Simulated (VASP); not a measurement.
Here is a VASP 6.6.1 calculation.

File INCAR:

```
PREC = Accurate ; ENCUT = 520
EDIFF = 1E-6 ; ISMEAR = 0
SIGMA = 0.15 ; LREAL = F
LASPH = T ; NELM = 60
ALGO = Fast ; ISIF = 2
LWAVE = F ; LCHARG = F
GGA = CA ; NBANDS = 11
```

Contents of KPOINTS:

```
Automatic mesh
0
Gamma
  18 18 18
```

File POSCAR:

```
Hf
1.0
    0.0000000000      2.2126437376      2.2889417976
    2.0382481721      0.0000000000      2.2889417976
    2.0382481721      2.2126437376      0.0000000000
Hf
1
Direct
    0.0000000000      0.0000000000      0.0000000000
```

Potentials or basis: VASP PAW LDA potentials, release 64 (Hf_pv).

The run is started by

```console
$ cat potpaw_LDA.64/Hf_pv/POTCAR > POTCAR
$ mpirun -np 1 vasp_std > vasp.out
```

Task: What does it give for the band gap on the k mesh?

Result: Zero (bands 5 and 6 overlap by 2.04 eV).

Task: Predict the pressure.

Result: 0.4 GPa.

Stress tensor (GPa, compression positive):
```
 3.10  0.00  0.00
 0.00 -0.15  0.00
 0.00  0.00 -1.88
```

Caveat: the cell differs from its parent crystal (strain +e along x and -e along y -0.0400, strain +e along z and -e/2 along x and y +0.0500); spin-orbit coupling is left out, which moves the levels of the heavy elements.
